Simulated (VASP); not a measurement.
# CuO in VASP: notebook, part 2 of 2

VASP 6.6.1.

**5. Single point, PBE**

This run uses another cell than the first one, of 10.57 Å³/atom.

File INCAR:

```
PREC = Accurate
ENCUT = 520
EDIFF = 1E-6
ISMEAR = -1
SIGMA = 0.05
LREAL = F
LASPH = T
NELM = 100
ALGO = Normal
ISIF = 2
LWAVE = F
LCHARG = F
GGA = PE
NBANDS = 25
```

File KPOINTS:

```
Automatic mesh
0
Gamma
  8 8 5
```

File POSCAR:

```
CuO
1.0
    2.3915430000     -1.7476680000      0.0000000000
    2.3915430000      1.7476680000      0.0000000000
   -0.8777654423      0.0000000000      5.0594363927
Cu O
2 2
Direct
    0.4942912759     -0.0057678763      0.5018588787
   -0.0057678763      0.4942912759      0.0018588787
    0.4340380475      0.5544385529      0.7518411213
    0.5544385529      0.4340380475      0.2518411213
```

Potentials or basis: VASP PAW PBE potentials, release 64 (Cu, O).

Launch:

```sh
$ cat potpaw_PBE.64/Cu/POTCAR potpaw_PBE.64/O/POTCAR > POTCAR
$ mpirun -np 1 vasp_std > vasp.out
```

OUTCAR:

```text
PREC = Accurate
   ENCUT = 520
   EDIFF = 1E-6
   ISMEAR = -1
   LREAL = F
   LASPH = T
   NELM = 100
   ISIF = 2
   GGA = PE

 ion  position               nearest neighbor table
   1  0.494  0.994  0.502-   3 1.93   4 1.93   3 2.01   4 2.01
   2  0.994  0.494  0.002-   4 1.93   3 1.93   4 2.01   3 2.01
   3  0.434  0.554  0.752-   1 1.93   2 1.93   1 2.01   2 2.01
   4  0.554  0.434  0.252-   2 1.93   1 1.93   2 2.01   1 2.01

  LATTYP: Found a base centered monoclinic cell.
 ALAT       =     4.7830860000
 B/A-ratio  =     0.7307700510
 C/A-ratio  =     1.0735776025
 COS(beta)  =    -0.1709373027

  Lattice vectors:

 A1 = (   2.3915430000,  -1.7476680000,   0.0000000000)
 A2 = (   2.3915430000,   1.7476680000,   0.0000000000)
 A3 = (  -0.8777654423,   0.0000000000,   5.0594363927)

Analysis of symmetry for initial positions (statically):
=====================================================================
 Subroutine PRICEL returns:
 Original cell was already a primitive cell.

 Routine SETGRP: Setting up the symmetry group for a
[... 171 lines left out ...]

  energy without entropy =      -19.57065297  energy(sigma->0) =      -19.57931191

 E-fermi :   5.2175     XC(G=0): -11.6564

 val. band max:        5.2024994436   @ k =   0.5000   0.0000   0.2000
 cond. band min:       5.2339291158   @ k =   0.3750   0.0000   0.0000
 fundamental gap:      0.0314296722
 Fermi energy:         5.2175135494

 k-point     1 :       0.0000    0.0000    0.0000
  band No.  band energies     occupation
      1     -14.4779      2.00000
      2     -13.1581      2.00000
      3      -2.6608      2.00000
      4      -0.2419      2.00000
      5       0.1911      2.00000
      6       1.9614      2.00000
[... 661 lines left out ...]
     24      19.7635      0.00000
     25      20.5006      0.00000

 [... further k-points ...]

------------------------ aborting loop because EDIFF is reached ----------------------------------------

  FORCE on cell =-STRESS in cart. coord.  units (eV):
  Direction    XX          YY          ZZ          XY          YZ          ZX
  --------------------------------------------------------------------------------------
  -------------------------------------------------------------------------------------
  Total       -0.3387965      1.0064889      0.6499145      0.0000000      0.0000000      0.5275344
  in kB      -12.8345389     38.1285523     24.6205396      0.0000000      0.0000000     19.9844467
  external PRESSURE =      16.6381844 kB  Pullay stress =       0.0000000 kB

 VOLUME and BASIS-vectors are now :
 -----------------------------------------------------------------------------
  energy-cutoff  :      520.00
  volume of cell :       42.29
      direct lattice vectors                 reciprocal lattice vectors
     2.391543000 -1.747668000  0.000000000     0.209070044 -0.286095528  0.036271720
     2.391543000  1.747668000  0.000000000     0.209070044  0.286095528  0.036271720
    -0.877765442  0.000000000  5.059436393     0.000000000  0.000000000  0.197650474

 POSITION                                       TOTAL-FORCE (eV/Angst)
 -----------------------------------------------------------------------------------
      3.11935      0.87373      2.53912        -0.000466      0.000138     -0.000119
      3.55824     -0.87373      0.00940        -0.000466     -0.000138     -0.000119
      1.70404      0.21042      3.80389         0.000466      0.053454      0.000119
      2.14293     -0.21042      1.27417         0.000466     -0.053454      0.000119
 -----------------------------------------------------------------------------------
    total drift:                                0.000668     -0.000000      0.001947

  FREE ENERGIE OF THE ION-ELECTRON SYSTEM (eV)
  ---------------------------------------------------
  free  energy   TOTEN  =       -19.5879708610 eV

  energy  without entropy=      -19.5706529652  energy(sigma->0) =      -19.57931191
```

Run time: 2 min. Hardware: 1 thread of Intel Xeon 8259CL, shared host; peak memory 0.22 GiB.

Results:

```yaml
Free_energy: -19.5880 eV
Pressure: 1.7 GPa
Largest_force: 0.053 eV/Å
Band_gap_on_the_k_mesh: zero (bands 17 and 18 overlap by 0.54 eV)
```

Forces in eV/Å, atoms in the order of the input:
```
Cu   0.000  0.000  0.000
Cu   0.000  0.000  0.000
O    0.000  0.053  0.000
O    0.000 -0.053  0.000
```

Caveat: the stress differs along the axes, from -1 to 4 GPa; semilocal functionals often make such compounds metallic where correlation or magnetic order opens a gap, which also shifts bond lengths.

**6. Single point, PBE**

This run uses another cell than the first one, of 10.99 Å³/atom.

File INCAR:

```
PREC = Accurate
ENCUT = 520
EDIFF = 1E-6
ISMEAR = -1
SIGMA = 0.05
LREAL = False
LASPH = True
NELM = 80
ALGO = Normal
ISIF = 2
LWAVE = False
LCHARG = False
GGA = PE
NBANDS = 25
```

File KPOINTS:

```
regular mesh
0
Gamma
  8 8 5
```

File POSCAR:

```
CuO
1.0
    2.4384360000     -1.7819360000      0.0000000000
    2.4384360000      1.7819360000      0.0000000000
   -0.8949765294      0.0000000000      5.0594363927
Cu O
2 2
Direct
    0.4942436000     -0.0057478223      0.5018504276
   -0.0057478223      0.4942436000      0.0018504276
    0.4405777748      0.5479264475      0.7518495724
    0.5479264475      0.4405777748      0.2518495724
```

Potentials or basis: VASP PAW PBE potentials, release 64 (Cu, O).

Launch:

```sh
$ cat potpaw_PBE.64/Cu/POTCAR potpaw_PBE.64/O/POTCAR > POTCAR
$ mpirun -np 1 vasp_std > vasp.out
```

Wall time 2 min (1 thread of Intel Xeon 8259CL, shared host); peak memory 0.22 GiB.

It converged, with:

* Free energy: -19.5732 eV
* Pressure: -3.1 GPa
* Largest force: 0.049 eV/Å
* Band gap on the k mesh: zero (bands 17 and 18 overlap by 0.58 eV)

Forces in eV/Å, atoms in the order of the input:
```
Cu   0.000  0.000  0.000
Cu   0.000  0.000  0.000
O    0.000  0.049  0.000
O    0.000 -0.049  0.000
```

Stress tensor (GPa, compression positive):
```
-7.43  0.00  2.48
 0.00 -0.33  0.00
 2.48  0.00 -1.41
```

Levels at points of the mesh, in eV from the Fermi level:
```csv
k point,band 14,band 15,band 16,band 17,band 18,band 19,band 20,band 21
"(0.00, 0.00, 0.00)",-2.07,-2.03,-1.49,0.20,0.91,1.57,5.93,7.83
"(0.50, 0.00, 0.00)",-1.53,-1.43,-1.38,0.10,0.32,4.79,5.84,6.49
"(0.50, 0.50, 0.00)",-2.00,-1.65,-1.22,-0.74,0.97,3.14,7.07,8.38
```

Caveat: the stress differs along the axes, from -7 to -0 GPa; semilocal functionals often make such compounds metallic where correlation or magnetic order opens a gap, which also shifts bond lengths. With open d or f shells a metallic result of PBE can be an artefact of self-interaction; +U or a hybrid may open a gap.

**7. Overview**

| cell | gap on the mesh (eV) | pressure (GPa) | largest force (eV/Å) |
| --- | --- | --- | --- |
| a = 2.875, b = 2.875, c = 5.131 Å, angles 97.7, 97.7, 72.3°, 4 atoms, atomic positions A | none | 10.7 | 0.05 |
| a = 2.904, b = 2.904, c = 5.132 Å, angles 97.8, 97.8, 72.3°, 4 atoms, atomic positions B | none | 7.4 | 0.05 |
| a = 2.933, b = 2.933, c = 5.134 Å, angles 97.9, 97.9, 72.3°, 4 atoms, atomic positions C | none | 4.3 | 0.04 |
| a = 2.962, b = 2.962, c = 5.135 Å, angles 97.9, 97.9, 72.3°, 4 atoms, atomic positions D | none | 1.7 | 0.05 |
| a = 3.020, b = 3.020, c = 5.138 Å, angles 98.1, 98.1, 72.3°, 4 atoms, atomic positions E | none | -3.1 | 0.05 |

Alike in all rows: task single point; level PBE; potentials or basis VASP PAW PBE potentials, release 64 (Cu, O); no spin polarisation; k mesh 8 × 8 × 5; cutoff (eV) 520; smearing fermi-dirac 0.05 eV.

Caveats: semilocal functionals often make such compounds metallic where correlation or magnetic order opens a gap, which also shifts bond lengths; the cell stands under pressure (at least some runs); semilocal functionals underestimate gaps, and a narrow one can read as zero (at least some runs); the stress differs along the axes, from -1 to 4 GPa (at least some runs); the stress differs along the axes, from -7 to -0 GPa (at least some runs).

Absolute energies hang on the potentials; compare differences alone.

The gap in the log of VASP goes by the Fermi energy; the results here count the filled bands.